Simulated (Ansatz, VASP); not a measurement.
## NiSb: VASP beside Ansatz

```
Sb Ni
1.0
     3.90746    0.00000    0.00000
    -1.95373    3.38396    0.00000
     0.00000    0.00000    5.09842
Sb Ni
2 2
Direct
  0.33333 0.66667 0.25000
  0.66667 0.33333 0.75000
  0.00000 0.00000 0.00000
  0.00000 0.00000 0.50000
```

Alike in both runs: functional PBEsol; k mesh 6 × 6 × 4; occupations gaussian, width 0.1 eV; no spin polarisation.

Ansatz relaxed the structure, and its values are those at the end. VASP's run is a single point on that final structure, the one shown.

```csv
,VASP,Ansatz
version,VASP 6.6.1,Ansatz 0.2.0
potentials or method,"VASP PAW PBE potentials, release 64 (Sb, Ni), cutoff 520 eV","scalar-relativistic, plane waves, PAW"
valence electrons in the cell,30,66
```

|  | VASP | Ansatz | Ansatz less VASP |
| --- | --- | --- | --- |
| gap on the k mesh at the Fermi level (eV) | none | none | - |
| pressure (GPa) | 0.1 | 0.0 | -0.05 |

VASP's potentials were made for PBE, not for PBEsol. A gap of «none» marks a metal or a gap that the smearing closes. With one functional, cell and mesh, what is left measures potentials, basis and numerics. VASP's potentials hold 30 valence electrons a cell and Ansatz's 66, so a difference there can come from the potentials and not from the codes.

Spin-orbit coupling is off throughout.
